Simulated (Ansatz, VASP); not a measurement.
# Hf in VASP and in Ansatz

File INCAR:

```
  ALGO = Normal
  EDIFF = 1E-8
  ENCUT = 520
  GGA = PE
  ISIF = 2
  ISMEAR = -1
  LASPH = True
  LCHARG = False
  LEFG = True
  LREAL = False
  LWAVE = False
  NBANDS = 11
  NELM = 60
  PREC = Accurate
  SIGMA = 0.03
```

KPOINTS

```
k-points
0
Gamma
  13 13 13
```

POSCAR

```
Hf
1.0
    0.0666000000      2.2533000000      2.2533000000
    2.2533000000      0.0666000000      2.2533000000
    2.2533000000      2.2533000000      0.0666000000
Hf
1
Direct
    0.0000000000      0.0000000000      0.0000000000
```

Input for Ansatz:

```yaml
crystal:
  lattice:
    - [0.0666, 2.2533, 2.2533]
    - [2.2533, 0.0666, 2.2533]
    - [2.2533, 2.2533, 0.0666]
  atoms:
    - { symbol: Hf, position: [0.0, 0.0, 0.0] }
kpoints:
  mp_grid: { grid: [13, 13, 13] }
scf:
  occupations: { method: fermi_dirac, width: 0.03 }
hamiltonian:
  xc: pbe
  pseudopotentials: { kind: all_electron, datasets: crystal }
output:
  forces: true
  stress: true
  eigenvalues: true
  efg: { contact_densities: true }
```

Change from the starting cell: equal xy, yz and zx shear strains of +3 %, crystal datasets.

Alike in both runs: task electric field gradients; functional PBE; k mesh 13 × 13 × 13; occupations fermi-dirac, width 0.03 eV; no spin polarisation.

|  | VASP | Ansatz |
| --- | --- | --- |
| version | VASP 6.6.1 | Ansatz 0.2.0 |
| potentials or method | VASP PAW PBE potentials, release 64 (Hf_pv), cutoff 520 eV | all-electron PAW with datasets made for the crystal, scalar-relativistic |

|  | VASP | Ansatz | Ansatz less VASP |
| --- | --- | --- | --- |
| pressure (GPa) | 3.0 | 3.5 | +0.46 |
| traceless stress, the component that is largest in VASP (GPa) | -1.98 | -2.00 | -0.018 |
| size of Vzz on the site where it differs most (V/Å²) | 61.5 | 61.1 | -0.41 |

Ansatz ran all-electron here, and VASP with PAW potentials.

Spin-orbit coupling is off throughout.
